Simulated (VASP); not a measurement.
A run of VASP 6.6.1 is set up as follows.

INCAR

```
PREC     = Accurate       # precision mode
ENCUT    = 520            # plane-wave cutoff, eV
EDIFF    = 1E-7           # SCF threshold, eV
ISMEAR   = -1             # smearing method
SIGMA    = 0.05           # smearing width, eV
LREAL    = F              # projectors in reciprocal space
LASPH    = T              # aspherical terms in the spheres
NELM     = 80             # most SCF steps
ALGO     = Normal         # electronic algorithm
ISIF     = 2              # what is computed and relaxed
LWAVE    = F              # write WAVECAR
LCHARG   = F              # write CHGCAR
GGA      = CA             # functional
NBANDS   = 41             # bands
```

File KPOINTS:

```
regular mesh
0
Gamma
  3 3 6
```

POSCAR

```
Ca2Zn
1.0
    7.6523030991      0.0000000000      0.0000000000
    0.0000000000      7.6523030991      0.0000000000
    0.0000000000      0.0000000000      4.0509808970
Ca Zn
4 2
Direct
    0.2821600000      0.2821600000      0.0000000000
    0.7178400000      0.7178400000      0.0000000000
    0.2178400000      0.7821600000      0.5000000000
    0.7821600000      0.2178400000      0.5000000000
    0.0000000000      0.0000000000      0.0000000000
    0.5000000000      0.5000000000      0.5000000000
```

Potentials or basis: VASP PAW LDA potentials, release 64 (Ca_sv, Zn).

Command:

```bash
$ cat potpaw_LDA.64/Ca_sv/POTCAR potpaw_LDA.64/Zn/POTCAR > POTCAR
$ mpirun -np 1 vasp_std > vasp.out
```

What does it give for the largest force?

0.091 eV/Å.

Estimate the band gap on the k mesh.

zero (bands 32 and 33 overlap by 0.26 eV).

What does it give for the pressure?

-3.4 GPa.

Forces in eV/Å, atoms in the order of the input:
```
Ca   0.065  0.065  0.000
Ca  -0.065 -0.065  0.000
Ca  -0.065  0.065  0.000
Ca   0.065 -0.065  0.000
Zn   0.000  0.000  0.000
Zn   0.000  0.000  0.000
```

Caveat: the cell stands under tension.
